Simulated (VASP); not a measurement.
# Ir12F in VASP: notebook, part 2 of 2

VASP 6.6.1. Earlier steps stand in the parts before.

## 3. Single point, PBE

File INCAR:

```
ALGO = Normal ; EDIFF = 1E-6
ENCUT = 520 ; GGA = PE
ISIF = 2 ; ISMEAR = 0
LASPH = True ; LCHARG = False
LREAL = False ; LWAVE = False
NBANDS = 70 ; NELM = 60
PREC = Accurate ; SIGMA = 0.1
```

File KPOINTS:

```
k-points
0
Gamma
  4 4 1
```

File POSCAR:

```
Ir12F
1.0
    5.4305800000      0.0000000000      0.0000000000
    2.7152900000      4.7030200000      0.0000000000
    0.0000000000      0.0000000000     16.4340500000
Ir F
12 1
Direct
    0.1666667000      0.1666667000      0.0608493000
    0.6666667000      0.1666667000      0.0608493000
    0.1666667000      0.6666667000      0.0608493000
    0.6666667000      0.6666667000      0.0608493000
   -0.1683603041      0.3341812462      0.1945165195
    0.3341910394      0.3342025740      0.1944522901
   -0.1666667417      0.8333325628      0.1935243718
    0.3341970934      0.8315960038      0.1944320066
   -0.0005132579     -0.0005789068      0.3257640085
    0.5009774152     -0.0004984097      0.3257816845
   -0.0005393294      0.5011260640      0.3257586219
    0.5000546337      0.4999612318      0.3314275306
    0.4995186092      0.5003365621      0.4509399534
```

Potentials or basis: VASP PAW PBE potentials, release 64 (Ir, F).

Started as:

```bash
> cat potpaw_PBE.64/Ir/POTCAR potpaw_PBE.64/F/POTCAR > POTCAR
> mpirun -np 1 vasp_std > vasp.out
```

OUTCAR:

```text
EDIFF = 1E-6
   ENCUT = 520
   GGA = PE
   ISIF = 2
   ISMEAR = 0
   LASPH = True
   LREAL = False
   NELM = 60
   PREC = Accurate

 ion  position               nearest neighbor table
   1  0.167  0.167  0.061-   8 2.70   6 2.70   5 2.70   3 2.72   3 2.72   4 2.72   4 2.72   2 2.72
                             2 2.72
   2  0.667  0.167  0.061-   7 2.69   6 2.70   5 2.70   4 2.72   3 2.72   4 2.72   3 2.72   1 2.72
                             1 2.72
   3  0.167  0.667  0.061-   7 2.69   8 2.70   6 2.70   1 2.72   1 2.72   2 2.72   2 2.72   4 2.72
                             4 2.72
   4  0.667  0.667  0.061-   7 2.69   8 2.70   5 2.70   2 2.72   1 2.72   2 2.72   1 2.72   3 2.72
                             3 2.72
   5  0.832  0.334  0.195-  11 2.67   9 2.67   4 2.70   2 2.70   8 2.70   6 2.70   1 2.70   7 2.72
                             7 2.72   6 2.73   8 2.73  12 2.74
   6  0.334  0.334  0.194-  11 2.67  10 2.67   3 2.70   2 2.70   8 2.70   5 2.70   1 2.70   7 2.72
                             7 2.72   5 2.73   8 2.73  12 2.74
   7  0.833  0.833  0.194-  11 2.68   9 2.68  10 2.68   4 2.69   3 2.69   2 2.69   6 2.72   8 2.72
                             5 2.72   5 2.72   8 2.72   6 2.72
   8  0.334  0.832  0.194-   9 2.67  10 2.67   3 2.70   4 2.70   6 2.70   5 2.70   1 2.70   7 2.72
                             7 2.72   5 2.73   6 2.73  12 2.74
   9  0.999  0.999  0.326-   5 2.67   8 2.67   7 2.68  11 2.71  10 2.71  12 2.72  12 2.72  10 2.72
                            11 2.72
  10  0.501  1.000  0.326-   6 2.67   8 2.67   7 2.68  11 2.71   9 2.71  12 2.72  12 2.72   9 2.72
                            11 2.72
  11  0.999  0.501  0.326-   5 2.67   6 2.67   7 2.68   9 2.71  10 2.71  12 2.72  12 2.72  10 2.72
                             9 2.72
  12  0.500  0.500  0.331-  13 1.96   9 2.72  11 2.72  10 2.72  10 2.72  11 2.72   9 2.72   5 2.74
                             6 2.74   8 2.74
  13  0.500  0.500  0.451-  12 1.96

  LATTYP: Found a hexagonal cell.
 ALAT       =     5.4305797945
 C/A-ratio  =     3.0262054185

  Lattice vectors:

 A1 = (  -2.7152900000,  -4.7030200000,   0.0000000000)
 A2 = (   5.4305800000,   0.0000000000,   0.0000000000)
 A3 = (   0.0000000000,   0.0000000000,  16.4340500000)

Analysis of symmetry for initial positions (statically):
=====================================================================
 Subroutine PRICEL returns:
 Original cell was already a primitive cell.

 Routine SETGRP: Setting up the symmetry group for a
 hexagonal supercell.

 Subroutine GETGRP returns: Found  1 space group operations
 (whereof  1 operations were pure point group operations)
 out of a pool of 24 trial point group operations.

The static configuration has the point symmetry C_1 .

Analysis of symmetry for dynamics (positions and initial velocities):
=====================================================================
 Subroutine PRICEL returns:
 Original cell was already a primitive cell.

 Routine SETGRP: Setting up the symmetry group for a
 hexagonal supercell.

 Subroutine GETGRP returns: Found  1 space group operations
 (whereof  1 operations were pure point group operations)
 out of a pool of 24 trial point group operations.

[... 91 lines left out ...]
   total plane-waves  NPLWV = 201600
   dimension x,y,z NGX =    40 NGY =   40 NGZ =  126
   dimension x,y,z NGXF=    80 NGYF=   80 NGZF=  252
   ions per type =              12   1
   NGX,Y,Z   is equivalent  to a cutoff of  12.25, 12.25, 12.75 a.u.
   NGXF,Y,Z  is equivalent  to a cutoff of  24.49, 24.49, 25.49 a.u.
 SYSTEM =  unknown system
   PREC   = accura    normal or accurate (medium, high low for compatibility)
   ISTART =      0    job   : 0-new  1-cont  2-samecut
   ICHARG =      2    charge: 1-file 2-atom 10-const
   ISPIN  =      1    spin polarized calculation?
   LNONCOLLINEAR =      F non collinear calculations
   LSORBIT =      F    spin-orbit coupling
   LASPH  =      T    aspherical Exc in radial PAW
   ENCUT  =  520.0 eV  38.22 Ry    6.18 a.u.  10.10 10.10 30.56*2*pi/ulx,y,z
   NELM   =     60;   NELMIN=  2; NELMDL= -5     # of ELM steps
   EDIFF  = 0.1E-05   stopping-criterion for ELM
   LREAL  =      F    real-space projection
   EDIFFG = 0.1E-04   stopping-criterion for IOM
   NSW    =      0    number of steps for IOM
   IBRION =     -1    ionic relax: 0-MD 1-quasi-New 2-CG
   NFREE  =      0    steps in history (QN), initial steepest desc. (CG)
   ISIF   =      2    stress and relaxation
   ISYM   =      2    0-nonsym 1-usesym 2-fastsym
   POTIM  = 0.5000    time-step for ionic-motion
   TEBEG  =    0.0;   TEEND  =   0.0 temperature during run
   PSTRESS=    0.0 pullay stress
   NELECT =     115.0000    total number of electrons
   NUPDOWN=      -1.0000    fix difference up-down
   EMIN   =  10.00;   EMAX   =-10.00  energy-range for DOS
   EFERMI =   0.00;   METHOD = LEGACY
   ISMEAR =     0;   SIGMA  =   0.10  broadening in eV -4-tet -1-fermi 0-gaus
   EFERMI_NEDOS =   21; number of points for ismear=-14 and -15
   IALGO  =     38    algorithm
   IMIX   =      4    mixing-type and parameters
     AMIX     =   0.40;   BMIX     =  1.00
     AMIX_MAG =   1.60;   BMIX_MAG =  1.00
  volume/ion in A,a.u.               =      32.29       217.88
  Fermi-wavevector in a.u.,A,eV,Ry     =   1.063290  2.009326 15.382539  1.130585
  Thomas-Fermi vector in A             =   2.198769
   LORBIT       =      0    0 simple, 1 ext, 2 COOP (PROOUT), +10 PAW based schemes
   GGA     = PE    functional components
   LHFCALC =     F    Hartree Fock is set to
   AEXX    =    0.0000 exact exchange contribution
   IVDW    =     0    specifies the selected vdW correction
   LEPSILON=     F    determine dielectric tensor
   LRPA    =     F    only Hartree local field effects (RPA)
 non-spin polarized calculation
 Gauss-broadening in eV      SIGMA  =   0.10
  energy-cutoff  :      520.00
  volume of cell :      419.73
 maximum number of plane-waves:     11316
   NGX = 21   NGY = 21   NGZ = 61

 number of electron     115.0000012 magnetization

 Free energy of the ion-electron system (eV)
  ---------------------------------------------------
  ext. energy  EPLUGINS =         0.00000000
  ---------------------------------------------------
  free energy    TOTEN  =      -103.10151344 eV

  energy without entropy =     -102.99991274  energy(sigma->0) =     -103.05071309

 E-fermi :   0.7922     XC(G=0):  -7.0057

 val. band max:        0.7904378667   @ k =   0.5000   0.0000   0.0000
 cond. band min:       0.7956386580   @ k =   0.2500   0.5000   0.0000
 fundamental gap:      0.0052007914
 Fermi energy:         0.7921566283

 k-point     1 :       0.0000    0.0000    0.0000
  band No.  band energies     occupation
      1     -21.4813      2.00000
      2      -9.4356      2.00000
      3      -7.4174      2.00000
      4      -7.0427      2.00000
      5      -6.7233      2.00000
      6      -6.7134      2.00000
[... 709 lines left out ...]
     68       1.6055      0.00000
     69       1.7085      0.00000
 [bands above 69 left out]

------------------------ aborting loop because EDIFF is reached ----------------------------------------

  FORCE on cell =-STRESS in cart. coord.  units (eV):
  Direction    XX          YY          ZZ          XY          YZ          ZX
  --------------------------------------------------------------------------------------
  -------------------------------------------------------------------------------------
  Total       -5.1528328     -5.1490521      0.7918350      0.0021520     -0.0000738      0.0002822
  in kB      -19.6693040    -19.6548720      3.0225786      0.0082147     -0.0002819      0.0010773
  external PRESSURE =     -12.1005324 kB  Pullay stress =       0.0000000 kB

 VOLUME and BASIS-vectors are now :
 -----------------------------------------------------------------------------
  energy-cutoff  :      520.00
  volume of cell :      419.73
      direct lattice vectors                 reciprocal lattice vectors
     5.430580000  0.000000000  0.000000000     0.184142394 -0.106314666  0.000000000
     2.715290000  4.703020000  0.000000000     0.000000000  0.212629332  0.000000000
     0.000000000  0.000000000 16.434050000     0.000000000  0.000000000  0.060849273

 POSITION                                       TOTAL-FORCE (eV/Angst)
 -----------------------------------------------------------------------------------
      1.35765      0.78384      1.00000        -0.000223      0.000217     -0.239613
      4.07294      0.78384      1.00000         0.001283      0.208714      0.031377
      2.71529      3.13535      1.00000         0.180337     -0.104599      0.030174
      5.43058      3.13535      1.00000        -0.179862     -0.105805      0.031059
      5.42368      1.57166      3.19669         0.003817     -0.002561     -0.004203
      2.72231      1.57176      3.19564        -0.006133     -0.004960      0.006276
      6.78822      3.91918      3.18039        -0.001118      0.001091     -0.000757
      4.07291      3.91101      3.19531         0.000931      0.008739      0.009549
      8.14151      4.70030      5.35362         0.005555      0.005270      0.035067
      5.43453      4.70068      5.35391        -0.001998      0.001742      0.028723
      6.78835      2.35681      5.35353        -0.001307     -0.008979      0.037032
      4.07313      2.35133      5.44670        -0.002443      0.002210     -0.144659
      4.07123      2.35309      7.41077         0.001160     -0.001081      0.179976
 -----------------------------------------------------------------------------------
    total drift:                                0.000153     -0.000135      0.000305

  FREE ENERGIE OF THE ION-ELECTRON SYSTEM (eV)
  ---------------------------------------------------
  free  energy   TOTEN  =      -103.1015134447 eV

  energy  without entropy=     -102.9999127414  energy(sigma->0) =     -103.05071309
```

Run time: 16 min. Hardware: 1 thread of Intel Xeon Platinum 8259CL at 2.50GHz (Skylake/Cascade Lake), shared host; peak memory 0.6 GiB.

Results:

```yaml
Free_energy: -103.1015 eV
Largest_force: 0.240 eV/Å
Band_gap_on_the_k_mesh: zero (an odd number of electrons rules out a gap without spin polarisation)
```

Forces on the atoms (eV/Å):
```
Ir   0.000  0.000 -0.240
Ir   0.001  0.209  0.031
Ir   0.180 -0.105  0.030
Ir  -0.180 -0.106  0.031
Ir   0.004 -0.003 -0.004
Ir  -0.006 -0.005  0.006
Ir  -0.001  0.001 -0.001
Ir   0.001  0.009  0.010
Ir   0.006  0.005  0.035
Ir  -0.002  0.002  0.029
Ir  -0.001 -0.009  0.037
Ir  -0.002  0.002 -0.145
F    0.001 -0.001  0.180
```

Levels at points of the mesh, in eV from the Fermi level:
| k point | band 53 | band 54 | band 55 | band 56 | band 57 | band 58 | band 59 | band 60 | band 61 | band 62 |
| --- | --- | --- | --- | --- | --- | --- | --- | --- | --- | --- |
| (0.00, 0.00, 0.00) | 0.32 | 0.43 | 0.43 | 0.50 | 0.64 | 0.64 | 0.89 | 0.96 | 0.96 | 0.97 |
| (0.50, 0.00, 0.00) | -1.22 | -1.16 | -0.99 | -0.90 | -0.45 | -0.41 | -0.35 | -0.35 | -0.32 | 0.00 |
| (0.50, 0.50, 0.00) | -1.22 | -1.16 | -0.99 | -0.90 | -0.45 | -0.41 | -0.35 | -0.35 | -0.32 | 0.00 |
| (0.00, 0.50, 0.00) | -1.22 | -1.16 | -0.99 | -0.90 | -0.45 | -0.41 | -0.35 | -0.35 | -0.32 | 0.00 |

Caveat: there is no dipole correction, which matters where the two faces differ; spin-orbit coupling is left out, which moves the levels of the heavy elements.
